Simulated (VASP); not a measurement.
# Al7As8 (a cell with a defect) in VASP: notebook

Al7As8 (a cell with a defect) is run at these levels: PBEsol; tasks: single point.

Everything below comes from runs of VASP 6.6.1. Logs are shortened: lines on timing, memory, paths and dates and some standing lists are left out, and cuts for length are marked.

### Step 1. The cell of the first run

The cell holds a defect, 15 atoms: a = 8.041 Å, b = 8.041 Å, c = 8.041 Å, α = 60.00°, β = 60.00°, γ = 60.00°.

### Step 2. Single point, PBEsol

Input file INCAR:

```
SYSTEM = Al7As8
PREC = Accurate
ENCUT = 520
EDIFF = 1E-6
ISMEAR = -1
SIGMA = 0.05
LREAL = Auto
LASPH = .TRUE.
NELM = 80
ALGO = Normal
ISIF = 2
LWAVE = .FALSE.
LCHARG = .FALSE.
GGA = PS
NBANDS = 44
```

Input file KPOINTS:

```
regular mesh
0
G
  2 2 2
  0 0 0
```

Input file POSCAR:

```
Al7As8
1.0
    0.0000000000      5.6857465000      5.6857465000
    5.6857465000      0.0000000000      5.6857465000
    5.6857465000      5.6857465000      0.0000000000
Al As
7 8
Direct
   -0.0000415952     -0.0004561406      0.0010177204
   -0.0004793566     -0.0010154339      0.5015023973
    0.0002165063      0.4982341369      0.0007168804
   -0.0000265576      0.4984617235      0.5021340645
    0.4990946220     -0.0005620194      0.0009315399
    0.4988390706     -0.0003543070      0.5022120666
    0.4991778124      0.4985450020      0.5018879227
    0.1246427360      0.1238071377      0.1265037054
    0.1244005514      0.1240254028      0.6265813996
    0.1260429040      0.6233302874      0.1259366734
    0.1247143185      0.6239956354      0.6262941902
    0.6237465036      0.1258847013      0.1260523134
    0.6245434966      0.1240941713      0.6264953951
    0.6240476075      0.6232346975      0.1256571147
    0.6237742924      0.6234798720      0.6285930089
```

Potentials or basis: VASP PAW PBE potentials, release 64 (Al, As).

The run is started by

```sh
$ cat potpaw_PBE.64/Al/POTCAR potpaw_PBE.64/As/POTCAR > POTCAR
$ mpirun -np 1 vasp_std > vasp.out
```

OUTCAR:

```text
SYSTEM = Al7As8
   PREC = Accurate
   ENCUT = 520
   EDIFF = 1E-6
   ISMEAR = -1
   LREAL = Auto
   LASPH = .TRUE.
   NELM = 80
   ISIF = 2
   GGA = PS

 ion  position               nearest neighbor table
   1  1.000  1.000  0.001-   8 2.46   9 2.46  12 2.47  10 2.47
   2  1.000  0.999  0.502-  13 2.46  11 2.46   8 2.46   9 2.46
   3  0.000  0.498  0.001-  11 2.46   8 2.46  10 2.47  14 2.47
   4  1.000  0.498  0.502-  11 2.46   9 2.46  10 2.47  15 2.47
   5  0.499  0.999  0.001-  13 2.46   8 2.46  14 2.47  12 2.47
   6  0.499  1.000  0.502-  13 2.46   9 2.46  12 2.47  15 2.47
   7  0.499  0.499  0.502-  13 2.46  11 2.46  14 2.47  15 2.47
   8  0.125  0.124  0.127-   3 2.46   1 2.46   5 2.46   2 2.46
   9  0.124  0.124  0.627-   1 2.46   4 2.46   6 2.46   2 2.46
  10  0.126  0.623  0.126-   3 2.47   4 2.47   1 2.47
  11  0.125  0.624  0.626-   3 2.46   4 2.46   7 2.46   2 2.46
  12  0.624  0.126  0.126-   6 2.47   1 2.47   5 2.47
  13  0.625  0.124  0.626-   5 2.46   6 2.46   7 2.46   2 2.46
  14  0.624  0.623  0.126-   3 2.47   5 2.47   7 2.47
  15  0.624  0.623  0.629-   6 2.47   4 2.47   7 2.47

  LATTYP: Found a face centered cubic cell.
 ALAT       =    11.3714930000

  Lattice vectors:

 A1 = (   0.0000000000,   5.6857465000,   5.6857465000)
 A2 = (   5.6857465000,   0.0000000000,   5.6857465000)
 A3 = (   5.6857465000,   5.6857465000,   0.0000000000)

Analysis of symmetry for initial positions (statically):
=====================================================================
 Subroutine PRICEL returns:
 Original cell was already a primitive cell.

 Routine SETGRP: Setting up the symmetry group for a
 face centered cubic supercell.

 Subroutine GETGRP returns: Found  1 space group operations
 (whereof  1 operations were pure point group operations)
 out of a pool of 48 trial point group operations.

The static configuration has the point symmetry C_1 .

Analysis of symmetry for dynamics (positions and initial velocities):
=====================================================================
 Subroutine PRICEL returns:
 Original cell was already a primitive cell.

 Routine SETGRP: Setting up the symmetry group for a
 face centered cubic supercell.

 Subroutine GETGRP returns: Found  1 space group operations
 (whereof  1 operations were pure point group operations)
 out of a pool of 48 trial point group operations.

The dynamic configuration has the point symmetry C_1 .

 Subroutine INISYM returns: Found  1 space group operations
 (whereof  1 operations are pure point group operations),
 and found     1 'primitive' translations

----------------------------------------------------------------------------------------

                                     Primitive cell

  volume of cell :     367.6144

  direct lattice vectors                    reciprocal lattice vectors
     0.000000000  5.685746500  5.685746500    -0.087939200  0.087939200  0.087939200
     5.685746500  0.000000000  5.685746500     0.087939200 -0.087939200  0.087939200
     5.685746500  5.685746500  0.000000000     0.087939200  0.087939200 -0.087939200

  length of vectors
     8.040859813  8.040859813  8.040859813     0.152315163  0.152315163  0.152315163

  position of ions in fractional coordinates (direct lattice)
     0.999958405  0.999543859  0.001017720
     0.999520643  0.998984566  0.501502397
     0.000216506  0.498234137  0.000716880
     0.999973442  0.498461724  0.502134064
     0.499094622  0.999437981  0.000931540
     0.498839071  0.999645693  0.502212067
     0.499177812  0.498545002  0.501887923
     0.124642736  0.123807138  0.126503705
     0.124400551  0.124025403  0.626581400
     0.126042904  0.623330287  0.125936673
     0.124714318  0.623995635  0.626294190
     0.623746504  0.125884701  0.126052313
     0.624543497  0.124094171  0.626495395
     0.624047608  0.623234698  0.125657115
     0.623774292  0.623479872  0.628593009

  ion indices of the primitive-cell ions
   primitive index   ion index
                 1           1
                 2           2
                 3           3
                 4           4
                 5           5
                 6           6
                 7           7
                 8           8
                 9           9
                10          10
                11          11
                12          12
                13          13
                14          14
                15          15

----------------------------------------------------------------------------------------

 KPOINTS: regular mesh

Automatic generation of k-mesh.
 Grid dimensions read from file:
 generate k-points for:    2    2    2

 Generating k-lattice:

  Cartesian coordinates                     Fractional coordinates (reciprocal lattice)
    -0.043969600  0.043969600  0.043969600     0.500000000  0.000000000  0.000000000
     0.043969600 -0.043969600  0.043969600     0.000000000  0.500000000  0.000000000
     0.043969600  0.043969600 -0.043969600     0.000000000  0.000000000  0.500000000

  Length of vectors
     0.076157581  0.076157581  0.076157581

  Shift w.r.t. Gamma in fractional coordinates (k-lattice)
     0.000000000  0.000000000  0.000000000

 Subroutine IBZKPT returns following result:
 ===========================================

 Found      8 irreducible k-points:

 Following reciprocal coordinates:
            Coordinates               Weight
  0.000000  0.000000  0.000000      1.000000
  0.500000  0.000000  0.000000      1.000000
  0.000000  0.500000  0.000000      1.000000
  0.000000  0.000000  0.500000      1.000000
  0.500000  0.500000  0.500000      1.000000
  0.500000  0.500000  0.000000      1.000000
  0.000000  0.500000  0.500000      1.000000
  0.500000  0.000000  0.500000      1.000000
   k-points           NKPTS =      8   k-points in BZ     NKDIM =      8   number of bands    NBANDS=     44
   number of dos      NEDOS =    301   number of ions     NIONS =     15
   total plane-waves  NPLWV = 216000
   dimension x,y,z NGX =    60 NGY =   60 NGZ =   60
   dimension x,y,z NGXF=   120 NGYF=  120 NGZF=  120
   ions per type =               7   8
   NGX,Y,Z   is equivalent  to a cutoff of  12.41, 12.41, 12.41 a.u.
   NGXF,Y,Z  is equivalent  to a cutoff of  24.81, 24.81, 24.81 a.u.
 SYSTEM =  Al7As8
   PREC   = accura    normal or accurate (medium, high low for compatibility)
   ISTART =      0    job   : 0-new  1-cont  2-samecut
   ICHARG =      2    charge: 1-file 2-atom 10-const
   ISPIN  =      1    spin polarized calculation?
   LNONCOLLINEAR =      F non collinear calculations
   LSORBIT =      F    spin-orbit coupling
   LASPH  =      T    aspherical Exc in radial PAW
   ENCUT  =  520.0 eV  38.22 Ry    6.18 a.u.  14.95 14.95 14.95*2*pi/ulx,y,z
   NELM   =     80;   NELMIN=  2; NELMDL= -5     # of ELM steps
   EDIFF  = 0.1E-05   stopping-criterion for ELM
   LREAL  =      T    real-space projection
   EDIFFG = 0.1E-04   stopping-criterion for IOM
   NSW    =      0    number of steps for IOM
   IBRION =     -1    ionic relax: 0-MD 1-quasi-New 2-CG
   NFREE  =      0    steps in history (QN), initial steepest desc. (CG)
   ISIF   =      2    stress and relaxation
   ISYM   =      2    0-nonsym 1-usesym 2-fastsym
   POTIM  = 0.5000    time-step for ionic-motion
   TEBEG  =    0.0;   TEEND  =   0.0 temperature during run
   PSTRESS=    0.0 pullay stress
   NELECT =      61.0000    total number of electrons
   NUPDOWN=      -1.0000    fix difference up-down
   EMIN   =  10.00;   EMAX   =-10.00  energy-range for DOS
   EFERMI =   0.00;   METHOD = LEGACY
   ISMEAR =    -1;   SIGMA  =   0.05  broadening in eV -4-tet -1-fermi 0-gaus
   EFERMI_NEDOS =   21; number of points for ismear=-14 and -15
   IALGO  =     38    algorithm
   IMIX   =      4    mixing-type and parameters
     AMIX     =   0.40;   BMIX     =  1.00
     AMIX_MAG =   1.60;   BMIX_MAG =  1.00
  volume/ion in A,a.u.               =      24.51       165.39
  Fermi-wavevector in a.u.,A,eV,Ry     =   0.899609  1.700015 11.011153  0.809297
  Thomas-Fermi vector in A             =   2.022464
   LORBIT       =      0    0 simple, 1 ext, 2 COOP (PROOUT), +10 PAW based schemes
   GGA     = PS    functional components
   LHFCALC =     F    Hartree Fock is set to
   AEXX    =    0.0000 exact exchange contribution
   IVDW    =     0    specifies the selected vdW correction
   LEPSILON=     F    determine dielectric tensor
   LRPA    =     F    only Hartree local field effects (RPA)
 non-spin polarized calculation
  energy-cutoff  :      520.00
  volume of cell :      367.61
 maximum number of plane-waves:      9922
 NGX is ok and might be reduce to    60
   NGX = 29   NGY = 29   NGZ = 29

 number of electron      60.9999997 magnetization

 Free energy of the ion-electron system (eV)
  ---------------------------------------------------
  ext. energy  EPLUGINS =         0.00000000
  ---------------------------------------------------
  free energy    TOTEN  =       -72.09104266 eV

  energy without entropy =      -72.03450389  energy(sigma->0) =      -72.06277327

 E-fermi :   3.3862     XC(G=0):  -8.9209

 val. band max:        3.3250814800   @ k =   0.5000   0.0000   0.5000
 cond. band min:       3.5440531300   @ k =   0.0000   0.5000   0.0000
 fundamental gap:      0.2189716501
 Fermi energy:         3.3862290948

 k-point     1 :       0.0000    0.0000    0.0000
  band No.  band energies     occupation
      1      -8.5509      2.00000
      2      -7.2278      2.00000
      3      -7.2276      2.00000
      4      -7.2275      2.00000
      5      -7.0404      2.00000
      6      -6.6423      2.00000
[... 34 lines left out ...]
     41       5.5480      0.00000
     42       5.5490      0.00000

 k-point     2 :       0.5000    0.0000    0.0000
  band No.  band energies     occupation
      1      -8.0893      2.00000
      2      -7.9017      2.00000
      3      -7.0754      2.00000
      4      -7.0753      2.00000
      5      -7.0047      2.00000
      6      -6.8807      2.00000
[... 34 lines left out ...]
     41       7.9964      0.00000
     42       7.9970      0.00000

 k-point     3 :       0.0000    0.5000    0.0000
  band No.  band energies     occupation
      1      -8.0890      2.00000
      2      -7.9019      2.00000
      3      -7.0754      2.00000
      4      -7.0753      2.00000
      5      -7.0043      2.00000
      6      -6.8811      2.00000
[... 34 lines left out ...]
     41       7.9968      0.00000
     42       7.9972      0.00000

 k-point     4 :       0.0000    0.0000    0.5000
  band No.  band energies     occupation
      1      -8.0889      2.00000
      2      -7.9021      2.00000
      3      -7.0754      2.00000
      4      -7.0753      2.00000
      5      -7.0042      2.00000
      6      -6.8813      2.00000
[... 34 lines left out ...]
     41       7.9968      0.00000
     42       7.9975      0.00000

 k-point     5 :       0.5000    0.5000    0.5000
  band No.  band energies     occupation
      1      -8.0889      2.00000
      2      -7.9021      2.00000
      3      -7.0753      2.00000
      4      -7.0753      2.00000
      5      -7.0042      2.00000
      6      -6.8814      2.00000
[... 34 lines left out ...]
     41       7.9965      0.00000
     42       7.9978      0.00000

 k-point     6 :       0.5000    0.5000    0.0000
  band No.  band energies     occupation
      1      -7.8675      2.00000
      2      -7.7915      2.00000
      3      -7.3062      2.00000
      4      -7.2991      2.00000
      5      -7.2990      2.00000
      6      -6.9950      2.00000
[... 34 lines left out ...]
     41       7.6969      0.00000
     42       8.0134      0.00000

 k-point     7 :       0.0000    0.5000    0.5000
  band No.  band energies     occupation
      1      -7.8673      2.00000
      2      -7.7915      2.00000
      3      -7.3065      2.00000
      4      -7.2990      2.00000
      5      -7.2989      2.00000
      6      -6.9955      2.00000
[... 34 lines left out ...]
     41       7.6993      0.00000
     42       8.0205      0.00000

 k-point     8 :       0.5000    0.0000    0.5000
  band No.  band energies     occupation
      1      -7.8674      2.00000
      2      -7.7915      2.00000
      3      -7.3063      2.00000
      4      -7.2991      2.00000
      5      -7.2990      2.00000
      6      -6.9952      2.00000
[... 34 lines left out ...]
     41       7.6976      0.00000
     42       8.0153      0.00000
 [bands above 42 left out]

------------------------ aborting loop because EDIFF is reached ----------------------------------------

  FORCE on cell =-STRESS in cart. coord.  units (eV):
  Direction    XX          YY          ZZ          XY          YZ          ZX
  --------------------------------------------------------------------------------------
  -------------------------------------------------------------------------------------
  Total       -2.5991181     -2.5962227     -2.6056018     -0.0013751      0.0126582     -0.0008387
  in kB      -11.3277624    -11.3151433    -11.3560203     -0.0059929      0.0551684     -0.0036553
  external PRESSURE =     -11.3329753 kB  Pullay stress =       0.0000000 kB

 VOLUME and BASIS-vectors are now :
 -----------------------------------------------------------------------------
  energy-cutoff  :      520.00
  volume of cell :      367.61
      direct lattice vectors                 reciprocal lattice vectors
     0.000000000  5.685746500  5.685746500    -0.087939200  0.087939200  0.087939200
     5.685746500  0.000000000  5.685746500     0.087939200 -0.087939200  0.087939200
     5.685746500  5.685746500  0.000000000     0.087939200  0.087939200 -0.087939200

 POSITION                                       TOTAL-FORCE (eV/Angst)
 -----------------------------------------------------------------------------------
      5.68894      5.69130     11.36866         0.000047      0.001906     -0.004589
      8.53139      8.53444     11.36299         0.000035     -0.000479     -0.000739
      2.83691      0.00531      2.83406         0.004002     -0.000410     -0.000450
      5.68913      8.54060      8.51972        -0.001939     -0.002678      0.001010
      5.68785      2.84302      8.52028         0.001232      0.003014     -0.001808
      8.53918      5.69172      8.52000        -0.003423      0.000011      0.001300
      5.68821      5.69181      5.67280        -0.000362     -0.000652      0.001530
      1.42320      1.42796      1.41262         0.001419     -0.000171      0.001922
      4.26776      4.26989      1.41249         0.000888      0.000965      0.001564
      4.26014      1.43269      4.26075        -0.012581      0.011284      0.013246
      7.10883      4.27004      4.25697         0.001976      0.001338     -0.002015
      1.43245      4.26317      4.26221         0.009042     -0.013206      0.012738
      4.26766      7.11309      4.25656         0.002057      0.000685      0.000270
      4.25801      4.26263      7.09173        -0.015346     -0.012647     -0.011410
      7.11897      7.12064      7.09157         0.012954      0.011040     -0.012571
 -----------------------------------------------------------------------------------
    total drift:                                0.009436      0.012339     -0.013605

  FREE ENERGIE OF THE ION-ELECTRON SYSTEM (eV)
  ---------------------------------------------------
  free  energy   TOTEN  =       -72.0910426589 eV

  energy  without entropy=      -72.0345038867  energy(sigma->0) =      -72.06277327
```

It took 3.5 min on 1 thread of Intel Xeon Platinum 8259CL at 2.50GHz (Skylake/Cascade Lake), shared host; peak memory 0.49 GiB.

Results:

* Free energy: -72.0910 eV
* Pressure: -1.1 GPa
* Largest force: 0.023 eV/Å

Forces on the atoms (eV/Å):
```
Al   0.000  0.002 -0.005
Al   0.000  0.000 -0.001
Al   0.004  0.000  0.000
Al  -0.002 -0.003  0.001
Al   0.001  0.003 -0.002
Al  -0.003  0.000  0.001
Al   0.000 -0.001  0.002
As   0.001  0.000  0.002
As   0.001  0.001  0.002
As  -0.013  0.011  0.013
As   0.002  0.001 -0.002
As   0.009 -0.013  0.013
As   0.002  0.001  0.000
As  -0.015 -0.013 -0.011
As   0.013  0.011 -0.013
```

Caveat: the k points lie up to 0.48 Å⁻¹ apart; the PAW data sets were made with another functional, which shifts forces and pressure a little.

### Step 3. Single point, PBEsol

Input file INCAR:

```
SYSTEM = Al7As8
PREC = Accurate
ENCUT = 520
EDIFF = 1E-7
ISMEAR = -1
SIGMA = 0.05
LREAL = Auto
LASPH = .True.
NELM = 100
ALGO = Normal
ISIF = 2
LWAVE = .False.
LCHARG = .False.
GGA = PS
NBANDS = 44
```

Input file KPOINTS:

```
Automatic mesh
0
Gamma
  2 2 2
  0 0 0
```

Input file POSCAR:

```
Al7As8
1.0
    0.0000000000      5.6857465000      5.6857465000
    5.6857465000      0.0000000000      5.6857465000
    5.6857465000      5.6857465000      0.0000000000
Al As
7 8
Direct
    0.0001869587     -0.0018001154      0.0004780375
   -0.0003672341     -0.0017223772      0.5020222059
   -0.0000634921      0.4997229475      0.0005023087
   -0.0005421452      0.4989368590      0.5013245842
    0.4989912055      0.4997766784      0.0007737770
    0.4988582414     -0.0017836708      0.5022509357
    0.4992734903      0.4990872351      0.5017938278
    0.1255937105      0.1235828928      0.1257908702
    0.1244087298      0.1239078281      0.6260698573
    0.1245271839      0.6237895059      0.1263267717
    0.1247904739      0.6237888024      0.6260502469
    0.6241039765      0.1236201790      0.1261259186
    0.6234110156      0.1228524698      0.6292749773
    0.6237593428      0.6263816897      0.1255744518
    0.6245323283      0.6238024330      0.6263317403
```

Potentials or basis: VASP PAW PBE potentials, release 64 (Al, As).

The run is started by

```sh
$ cat potpaw_PBE.64/Al/POTCAR potpaw_PBE.64/As/POTCAR > POTCAR
$ mpirun -np 1 vasp_std > vasp.out
```

It took 4.4 min on 1 thread of Intel Xeon Platinum 8259CL at 2.50GHz (Skylake/Cascade Lake), shared host; peak memory 0.49 GiB.

Results (log left out):

```
Free energy   : -72.0910 eV
Pressure      : -1.1 GPa
Largest force : 0.024 eV/Å
```

Forces in eV/Å, atoms in the order of the input:
```
Al   0.003  0.001  0.000
Al  -0.002 -0.002  0.000
Al   0.000 -0.001  0.000
Al  -0.002  0.002 -0.002
Al   0.001  0.001 -0.003
Al   0.001  0.000  0.005
Al   0.000 -0.001  0.000
As  -0.012  0.015  0.011
As   0.002  0.002 -0.001
As  -0.002 -0.002  0.002
As   0.004  0.000 -0.001
As  -0.014 -0.013 -0.014
As   0.013  0.012 -0.006
As   0.011 -0.012  0.013
As   0.000 -0.001 -0.003
```

Levels at points of the mesh, in eV from the Fermi level:
| k point | band 26 | band 27 | band 28 | band 29 | band 30 | band 31 | band 32 | band 33 | band 34 | band 35 |
| --- | --- | --- | --- | --- | --- | --- | --- | --- | --- | --- |
| (0.00, 0.00, 0.00) | -1.03 | -0.57 | -0.57 | -0.57 | 0.36 | 0.37 | 0.37 | 1.34 | 1.35 | 1.35 |
| (0.50, 0.00, 0.00) | -1.32 | -1.32 | -1.19 | -0.71 | -0.71 | 0.16 | 0.16 | 2.23 | 2.24 | 2.24 |
| (0.00, 0.50, 0.00) | -1.33 | -1.32 | -1.19 | -0.71 | -0.71 | 0.16 | 0.16 | 2.23 | 2.24 | 2.24 |
| (0.00, 0.00, 0.50) | -1.33 | -1.32 | -1.20 | -0.71 | -0.71 | 0.16 | 0.16 | 2.23 | 2.24 | 2.24 |
| (0.50, 0.50, 0.50) | -1.32 | -1.32 | -1.19 | -0.71 | -0.71 | 0.16 | 0.16 | 2.23 | 2.24 | 2.24 |
| (0.50, 0.50, 0.00) | -1.46 | -1.41 | -1.41 | -1.15 | -1.07 | -0.06 | -0.06 | 2.40 | 2.50 | 3.10 |
| (0.00, 0.50, 0.50) | -1.46 | -1.41 | -1.41 | -1.15 | -1.07 | -0.07 | -0.06 | 2.40 | 2.50 | 3.10 |
| (0.50, 0.00, 0.50) | -1.46 | -1.41 | -1.41 | -1.15 | -1.07 | -0.06 | -0.06 | 2.40 | 2.50 | 3.10 |

Caveat: the k points lie up to 0.48 Å⁻¹ apart; the PAW data sets were made with another functional, which shifts forces and pressure a little.
